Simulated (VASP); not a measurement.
# C (Fd-3m) in VASP: a series of runs

C is run at these levels: LDA, r2SCAN; tasks: single point.

All numbers are computed with VASP 6.6.1; they aren't measurements. Logs are shortened: lines on timing, memory, paths and dates and some standing lists are left out, and cuts for length are marked.

## (1) The cell of the first run

Symmetry: Fd-3m, No. 227, cubic system. Conventional cell: a = 3.614 Å, b = 3.614 Å, c = 3.614 Å, α = 90.00°, β = 90.00°, γ = 90.00°. Within 2.1 Å of C (site symmetry -43m) lie 4 C at 1.56 Å.

## (2) Single point, LDA

Contents of INCAR:

```
SYSTEM = C
ALGO = Normal
EDIFF = 1E-6
ENCUT = 520
ISIF = 2
ISMEAR = -1
LASPH = .TRUE.
LCHARG = .FALSE.
LREAL = .FALSE.
LWAVE = .FALSE.
NBANDS = 11
NELM = 80
PREC = Accurate
SIGMA = 0.05
```

Contents of KPOINTS:

```
k-points
0
G
  13 13 13
  0 0 0
```

Contents of POSCAR:

```
C
1.0
    0.0000000000      1.8068380860      1.8068380860
    1.8068380860      0.0000000000      1.8068380860
    1.8068380860      1.8068380860      0.0000000000
C
2
Direct
    0.7500000000      0.7500000000      0.7500000000
    0.5000000000      0.5000000000      0.5000000000
```

Potentials or basis: VASP PAW LDA potentials, release 64 (C).

Run with:

```bash
cat potpaw_LDA.64/C/POTCAR > POTCAR
mpirun -np 1 vasp_std > vasp.out
```

OUTCAR:

```text
SYSTEM = C
   EDIFF = 1E-6
   ENCUT = 520
   ISIF = 2
   ISMEAR = -1
   LASPH = .TRUE.
   LREAL = .FALSE.
   NELM = 80
   PREC = Accurate

 ion  position               nearest neighbor table
   1  0.750  0.750  0.750-   2 1.56   2 1.56   2 1.56   2 1.56
   2  0.500  0.500  0.500-   1 1.56   1 1.56   1 1.56   1 1.56

  LATTYP: Found a face centered cubic cell.
 ALAT       =     3.6136761720

  Lattice vectors:

 A1 = (   0.0000000000,   1.8068380860,   1.8068380860)
 A2 = (   1.8068380860,   0.0000000000,   1.8068380860)
 A3 = (   1.8068380860,   1.8068380860,   0.0000000000)

Analysis of symmetry for initial positions (statically):
=====================================================================
 Subroutine PRICEL returns:
 Original cell was already a primitive cell.

 Routine SETGRP: Setting up the symmetry group for a
 face centered cubic supercell.

 Subroutine GETGRP returns: Found 48 space group operations
 (whereof 24 operations were pure point group operations)
 out of a pool of 48 trial point group operations.

The static configuration has the point symmetry T_d .
 The point group associated with its full space group is O_h .

Analysis of symmetry for dynamics (positions and initial velocities):
=====================================================================
 Subroutine PRICEL returns:
 Original cell was already a primitive cell.

 Routine SETGRP: Setting up the symmetry group for a
 face centered cubic supercell.

 Subroutine GETGRP returns: Found 48 space group operations
 (whereof 24 operations were pure point group operations)
 out of a pool of 48 trial point group operations.

The dynamic configuration has the point symmetry T_d .
 The point group associated with its full space group is O_h .

 Subroutine INISYM returns: Found 48 space group operations
 (whereof 24 operations are pure point group operations),
 and found     1 'primitive' translations

----------------------------------------------------------------------------------------

                                     Primitive cell

  volume of cell :      11.7974

  direct lattice vectors                    reciprocal lattice vectors
     0.000000000  1.806838086  1.806838086    -0.276726511  0.276726511  0.276726511
     1.806838086  0.000000000  1.806838086     0.276726511 -0.276726511  0.276726511
     1.806838086  1.806838086  0.000000000     0.276726511  0.276726511 -0.276726511

  length of vectors
     2.555254926  2.555254926  2.555254926     0.479304377  0.479304377  0.479304377

  position of ions in fractional coordinates (direct lattice)
     0.750000000  0.750000000  0.750000000
     0.500000000  0.500000000  0.500000000

  ion indices of the primitive-cell ions
   primitive index   ion index
                 1           1
                 2           2

----------------------------------------------------------------------------------------

 KPOINTS: k-points

Automatic generation of k-mesh.
 Grid dimensions read from file:
 generate k-points for:   13   13   13

 Generating k-lattice:

  Cartesian coordinates                     Fractional coordinates (reciprocal lattice)
    -0.021286655  0.021286655  0.021286655     0.076923077  0.000000000  0.000000000
     0.021286655 -0.021286655  0.021286655     0.000000000  0.076923077  0.000000000
     0.021286655  0.021286655 -0.021286655     0.000000000  0.000000000  0.076923077

  Length of vectors
     0.036869567  0.036869567  0.036869567

  Shift w.r.t. Gamma in fractional coordinates (k-lattice)
     0.000000000  0.000000000  0.000000000

 Subroutine IBZKPT returns following result:
 ===========================================

 Found     84 irreducible k-points:

 Following reciprocal coordinates:
            Coordinates               Weight
  0.000000  0.000000  0.000000      1.000000
  0.076923  0.000000  0.000000      8.000000
  0.153846  0.000000  0.000000      8.000000
  0.230769  0.000000  0.000000      8.000000
  0.307692  0.000000  0.000000      8.000000
  0.384615  0.000000  0.000000      8.000000
[... 16 lines left out ...]
  0.384615  0.153846  0.000000     24.000000
  0.461538  0.153846  0.000000     24.000000
 [... further k-points ...]
   k-points           NKPTS =     84   k-points in BZ     NKDIM =     84   number of bands    NBANDS=     11
   number of dos      NEDOS =    301   number of ions     NIONS =      2
   total plane-waves  NPLWV =   8000
   dimension x,y,z NGX =    20 NGY =   20 NGZ =   20
   dimension x,y,z NGXF=    40 NGYF=   40 NGZF=   40
   ions per type =               2
   NGX,Y,Z   is equivalent  to a cutoff of  13.01, 13.01, 13.01 a.u.
   NGXF,Y,Z  is equivalent  to a cutoff of  26.02, 26.02, 26.02 a.u.
 SYSTEM =  C
   PREC   = accura    normal or accurate (medium, high low for compatibility)
   ISTART =      0    job   : 0-new  1-cont  2-samecut
   ICHARG =      2    charge: 1-file 2-atom 10-const
   ISPIN  =      1    spin polarized calculation?
   LNONCOLLINEAR =      F non collinear calculations
   LSORBIT =      F    spin-orbit coupling
   LASPH  =      T    aspherical Exc in radial PAW
   ENCUT  =  520.0 eV  38.22 Ry    6.18 a.u.   4.75  4.75  4.75*2*pi/ulx,y,z
   NELM   =     80;   NELMIN=  2; NELMDL= -5     # of ELM steps
   EDIFF  = 0.1E-05   stopping-criterion for ELM
   LREAL  =      F    real-space projection
   EDIFFG = 0.1E-04   stopping-criterion for IOM
   NSW    =      0    number of steps for IOM
   IBRION =     -1    ionic relax: 0-MD 1-quasi-New 2-CG
   NFREE  =      0    steps in history (QN), initial steepest desc. (CG)
   ISIF   =      2    stress and relaxation
   ISYM   =      2    0-nonsym 1-usesym 2-fastsym
   POTIM  = 0.5000    time-step for ionic-motion
   TEBEG  =    0.0;   TEEND  =   0.0 temperature during run
   PSTRESS=    0.0 pullay stress
   NELECT =       8.0000    total number of electrons
   NUPDOWN=      -1.0000    fix difference up-down
   EMIN   =  10.00;   EMAX   =-10.00  energy-range for DOS
   EFERMI =   0.00;   METHOD = LEGACY
   ISMEAR =    -1;   SIGMA  =   0.05  broadening in eV -4-tet -1-fermi 0-gaus
   EFERMI_NEDOS =   21; number of points for ismear=-14 and -15
   IALGO  =     38    algorithm
   IMIX   =      4    mixing-type and parameters
     AMIX     =   0.40;   BMIX     =  1.00
     AMIX_MAG =   1.60;   BMIX_MAG =  1.00
  volume/ion in A,a.u.               =       5.90        39.81
  Fermi-wavevector in a.u.,A,eV,Ry     =   1.438276  2.717948 28.145530  2.068638
  Thomas-Fermi vector in A             =   2.557261
   LORBIT       =      0    0 simple, 1 ext, 2 COOP (PROOUT), +10 PAW based schemes
   GGA     = CA    functional components
   LHFCALC =     F    Hartree Fock is set to
   AEXX    =    0.0000 exact exchange contribution
   IVDW    =     0    specifies the selected vdW correction
   LEPSILON=     F    determine dielectric tensor
   LRPA    =     F    only Hartree local field effects (RPA)
 non-spin polarized calculation
  energy-cutoff  :      520.00
  volume of cell :       11.80
 maximum number of plane-waves:       331
   NGX =  9   NGY =  9   NGZ =  9

 number of electron       8.0000001 magnetization

 Free energy of the ion-electron system (eV)
  ---------------------------------------------------
  ext. energy  EPLUGINS =         0.00000000
  ---------------------------------------------------
  free energy    TOTEN  =       -20.18063852 eV

  energy without entropy =      -20.18063852  energy(sigma->0) =      -20.18063852

 E-fermi :  10.0946     XC(G=0): -13.3108

 val. band max:        9.1580738136   @ k =   0.0000   0.0000   0.0000
 cond. band min:      13.1739172718   @ k =   0.3846   0.3846   0.0000
 fundamental gap:      4.0158434582
 Fermi energy:        10.0945594680

 k-point     1 :       0.0000    0.0000    0.0000
  band No.  band energies     occupation
      1     -11.6450      2.00000
      2       9.1581      2.00000
      3       9.1581      2.00000
      4       9.1581      2.00000
      5      14.5905      0.00000
      6      14.5905      0.00000
      7      14.5905      0.00000
      8      21.8309      0.00000
      9      27.6563      0.00000
     10      35.3546      0.00000
     11      35.3546      0.00000

 k-point     2 :       0.0769    0.0000    0.0000
  band No.  band energies     occupation
      1     -11.4855      2.00000
      2       8.1379      2.00000
      3       8.8920      2.00000
      4       8.8920      2.00000
      5      14.9381      0.00000
      6      14.9381      0.00000
      7      15.1815      0.00000
      8      21.9678      0.00000
      9      27.9201      0.00000
     10      33.3121      0.00000
     11      33.3121      0.00000

 k-point     3 :       0.1538    0.0000    0.0000
  band No.  band energies     occupation
      1     -11.0089      2.00000
      2       5.9539      2.00000
      3       8.2899      2.00000
      4       8.2899      2.00000
      5      15.7281      0.00000
      6      15.7281      0.00000
      7      16.1457      0.00000
      8      22.3680      0.00000
      9      28.5095      0.00000
     10      31.7560      0.00000
     11      31.7560      0.00000

 k-point     4 :       0.2308    0.0000    0.0000
  band No.  band energies     occupation
      1     -10.2207      2.00000
      2       3.4414      2.00000
      3       7.6356      2.00000
      4       7.6356      2.00000
      5      16.5326      0.00000
      6      16.5326      0.00000
      7      16.8585      0.00000
      8      22.9564      0.00000
      9      28.9666      0.00000
     10      31.1420      0.00000
     11      31.1420      0.00000

 k-point     5 :       0.3077    0.0000    0.0000
  band No.  band energies     occupation
      1      -9.1346      2.00000
      2       0.9231      2.00000
      3       7.0816      2.00000
      4       7.0816      2.00000
      5      17.0711      0.00000
      6      17.0711      0.00000
      7      17.2874      0.00000
      8      23.5632      0.00000
      9      29.1780      0.00000
     10      31.5573      0.00000
     11      31.5573      0.00000
[... 211 lines left out ...]
 k-point    21 :       0.2308    0.1538    0.0000
  band No.  band energies     occupation
      1     -10.2191      2.00000
      2       5.1137      2.00000
      3       6.2499      2.00000
      4       6.9277      2.00000
      5      14.2169      0.00000
      6      18.4649      0.00000
      7      18.5114      0.00000
      8      21.0024      0.00000
      9      28.4524      0.00000
     10      29.5275      0.00000
     11      35.6550      0.00000

 k-point    22 :       0.3077    0.1538    0.0000
  band No.  band energies     occupation
      1      -9.3355      2.00000
      2       2.8148      2.00000
      3       5.7346      2.00000
      4       6.3012      2.00000
      5      14.9360      0.00000
      6      19.1067      0.00000
      7      19.2214      0.00000
      8      20.8165      0.00000
      9      29.0621      0.00000
     10      29.8291      0.00000
     11      35.2450      0.00000

 k-point    23 :       0.3846    0.1538    0.0000
  band No.  band energies     occupation
      1      -8.1655      2.00000
      2       0.4752      2.00000
      3       5.4487      2.00000
      4       5.5620      2.00000
      5      15.6028      0.00000
      6      19.4563      0.00000
      7      19.4898      0.00000
      8      21.3519      0.00000
      9      29.5592      0.00000
     10      30.2523      0.00000
     11      35.5094      0.00000

 k-point    24 :       0.4615    0.1538    0.0000
  band No.  band energies     occupation
      1      -6.7696      2.00000
      2      -1.6995      2.00000
      3       4.8914      2.00000
      4       5.4101      2.00000
      5      16.0257      0.00000
      6      19.3827      0.00000
      7      19.6113      0.00000
      8      22.5333      0.00000
      9      28.9601      0.00000
     10      31.5061      0.00000
     11      35.4966      0.00000

 [... further k-points ...]
[... 5 lines left out ...]
  --------------------------------------------------------------------------------------
  -------------------------------------------------------------------------------------
  Total       -1.9935750     -1.9935750     -1.9935750     -0.0000000     -0.0000000      0.0000000
  in kB     -270.7418940   -270.7418940   -270.7418940     -0.0000000     -0.0000000      0.0000000
  external PRESSURE =    -270.7418940 kB  Pullay stress =       0.0000000 kB

 VOLUME and BASIS-vectors are now :
 -----------------------------------------------------------------------------
  energy-cutoff  :      520.00
  volume of cell :       11.80
      direct lattice vectors                 reciprocal lattice vectors
     0.000000000  1.806838086  1.806838086    -0.276726511  0.276726511  0.276726511
     1.806838086  0.000000000  1.806838086     0.276726511 -0.276726511  0.276726511
     1.806838086  1.806838086  0.000000000     0.276726511  0.276726511 -0.276726511

 POSITION                                       TOTAL-FORCE (eV/Angst)
 -----------------------------------------------------------------------------------
      2.71026      2.71026      2.71026         0.000000      0.000000      0.000000
      1.80684      1.80684      1.80684        -0.000000      0.000000     -0.000000
 -----------------------------------------------------------------------------------
    total drift:                                0.000000     -0.000000      0.000000

  FREE ENERGIE OF THE ION-ELECTRON SYSTEM (eV)
  ---------------------------------------------------
  free  energy   TOTEN  =       -20.1806385184 eV

  energy  without entropy=      -20.1806385184  energy(sigma->0) =      -20.18063852
```

It took 19 s on 1 thread of AMD EPYC 7R13, shared host; peak memory 0.08 GiB.

Results:

| Item | Value |
| --- | --- |
| Free energy | -20.1806 eV |
| Pressure | -27.1 GPa |
| Band gap on the k mesh | 4.02 eV, indirect (least direct gap 5.43 eV) |

A k mesh can miss the band edges.

## (3) Single point, LDA

This run uses another cell than the first one, of 6.01 Å³/atom, 1.019 times its volume.

Contents of INCAR:

```
  PREC = Accurate
  ENCUT = 520
  EDIFF = 1E-6
  ISMEAR = -1
  SIGMA = 0.05
  LREAL = F
  LASPH = T
  NELM = 60
  ALGO = Normal
  ISIF = 2
  LWAVE = F
  LCHARG = T
  LELF = T
  LVHAR = T
  NBANDS = 11
```

Contents of KPOINTS:

```
Automatic mesh
0
Gamma
  13 13 13
```

Contents of POSCAR:

```
C
1.0
    0.0000000000      1.8183469191      1.8183469191
    1.8183469191      0.0000000000      1.8183469191
    1.8183469191      1.8183469191      0.0000000000
C
2
Direct
    0.7500000000      0.7500000000      0.7500000000
    0.5000000000      0.5000000000      0.5000000000
```

Potentials or basis: VASP PAW LDA potentials, release 64 (C).

Run with:

```bash
cat potpaw_LDA.64/C/POTCAR > POTCAR
mpirun -np 1 vasp_std > vasp.out
```

It took 20 s on 1 thread of AMD EPYC 7R13, shared host; peak memory 0.09 GiB.

The run converged. Its results:

* Free energy: -20.1379 eV
* Pressure: -33.8 GPa
* Band gap on the k mesh: 3.97 eV, indirect (least direct gap 5.38 eV)

Levels at points of the mesh, in eV from the valence-band top:
```csv
k point,band 1,band 2,band 3,band 4,band 5,band 6,band 7,band 8
"(0.00, 0.00, 0.00)",-20.56,0.00,0.00,0.00,5.38,5.38,5.38,12.25
```

A k mesh can miss the band edges. LDA gaps usually lie below the measured ones, often by a third to a half.

## (4) Single point, r2SCAN

This run uses another cell than the first one, of 5.33 Å³/atom, 0.904 times its volume.

Contents of POSCAR:

```
C
1.0
    0.0000000000      1.7469644787      1.7469644787
    1.7469644787      0.0000000000      1.7469644787
    1.7469644787      1.7469644787      0.0000000000
C
2
Direct
    0.7500000000      0.7500000000      0.7500000000
    0.5000000000      0.5000000000      0.5000000000
```

Contents of INCAR.step1:

```
SYSTEM = C
PREC = Accurate
ENCUT = 520
ISMEAR = -1
SIGMA = 0.05
LREAL = .False.
LASPH = .True.
NELM = 60
NBANDS = 11
GGA = PE
ALGO = Normal
EDIFF = 1E-4
LWAVE = .True.
LCHARG = .False.
```

Contents of INCAR.step2:

```
SYSTEM = C
PREC = Accurate
ENCUT = 520
EDIFF = 1E-6
ISMEAR = -1
SIGMA = 0.05
LREAL = .False.
LASPH = .True.
NELM = 60
ALGO = Normal
ISIF = 2
LWAVE = .False.
LCHARG = .False.
METAGGA = R2SCAN
LMIXTAU = .True.
NBANDS = 11
ISTART = 1
```

Contents of KPOINTS:

```
Automatic mesh
0
Gamma
  13 13 13
  0 0 0
```

Potentials or basis: VASP PAW PBE potentials, release 64 (C).

Run with:

```bash
cat potpaw_PBE.64/C/POTCAR > POTCAR
cp INCAR.step1 INCAR
mpirun -np 1 vasp_std > vasp.out
cp INCAR.step2 INCAR
mpirun -np 1 vasp_std > vasp.out
```

It took 74 s on 1 thread of AMD EPYC 7R13, shared host; peak memory 0.09 GiB.

The run converged. Its results:

| Item | Value |
| --- | --- |
| Free energy | -19.5990 eV |
| Pressure | 29.6 GPa |
| Band gap on the k mesh | 4.48 eV, indirect (least direct gap 6.01 eV) |

Levels at points of the mesh, in eV from the valence-band top:
| k point | band 1 | band 2 | band 3 | band 4 | band 5 | band 6 | band 7 | band 8 | band 9 |
| --- | --- | --- | --- | --- | --- | --- | --- | --- | --- |
| (0.00, 0.00, 0.00) | -23.57 | 0.00 | 0.00 | 0.00 | 6.01 | 6.01 | 6.01 | 15.33 | 21.27 |

Caveat: the PAW data sets were made with another functional, which shifts forces and pressure a little.

## (5) Single point, r2SCAN

This run uses another cell than the first one, of 5.44 Å³/atom, 0.923 times its volume.

Contents of POSCAR:

```
C
1.0
    0.0000000000      1.7592674508      1.7592674508
    1.7592674508      0.0000000000      1.7592674508
    1.7592674508      1.7592674508      0.0000000000
C
2
Direct
    0.7500000000      0.7500000000      0.7500000000
    0.5000000000      0.5000000000      0.5000000000
```

Changes to INCAR.step1 since step 4:

```diff
@@ -7,3 +7,3 @@
 LASPH = .True.
-NELM = 60
+NELM = 80
 NBANDS = 11
```

Changes to INCAR.step2 since step 4:

```diff
@@ -8,3 +8,3 @@
 LASPH = .True.
-NELM = 60
+NELM = 80
 ALGO = Normal
```

KPOINTS is that of step 4.

Run with:

```bash
cat potpaw_PBE.64/C/POTCAR > POTCAR
cp INCAR.step1 INCAR
mpirun -np 1 vasp_std > vasp.out
cp INCAR.step2 INCAR
mpirun -np 1 vasp_std > vasp.out
```

It took 91 s on 1 thread of AMD EPYC 7R13, shared host; peak memory 0.09 GiB.

It converged, with:

* Free energy: -19.6332 eV
* Pressure: 18.3 GPa
* Band gap on the k mesh: 4.43 eV, indirect (least direct gap 5.95 eV)

Levels at points of the mesh, in eV from the valence-band top:
| k point | band 1 | band 2 | band 3 | band 4 | band 5 | band 6 | band 7 | band 8 |
| --- | --- | --- | --- | --- | --- | --- | --- | --- |
| (0.00, 0.00, 0.00) | -23.27 | 0.00 | 0.00 | 0.00 | 5.95 | 5.95 | 5.95 | 14.81 |

Caveat: the PAW data sets were made with another functional, which shifts forces and pressure a little. A k mesh can miss the band edges.

## (6) The runs side by side

| level | potentials or basis | cell | gap on the mesh (eV) | pressure (GPa) |
| --- | --- | --- | --- | --- |
| LDA | VASP PAW LDA potentials, release 64 (C) | a = 2.555 Å, angles 60.0°, 2 atoms | 4.02 | -27.1 |
| LDA | VASP PAW LDA potentials, release 64 (C) | a = 2.572 Å, angles 60.0°, 2 atoms | 3.97 | -33.8 |
| r2SCAN | VASP PAW PBE potentials, release 64 (C) | a = 2.471 Å, angles 60.0°, 2 atoms | 4.48 | 29.6 |
| r2SCAN | VASP PAW PBE potentials, release 64 (C) | a = 2.488 Å, angles 60.0°, 2 atoms | 4.43 | 18.3 |

Alike in all rows: task single point; no spin polarisation; k mesh 13 × 13 × 13; cutoff (eV) 520; smearing fermi-dirac 0.05 eV.

Caveats: the PAW data sets were made with another functional, which shifts forces and pressure a little (some runs).

Total energies depend on the potentials used, so only differences within one code and one set of settings carry meaning.
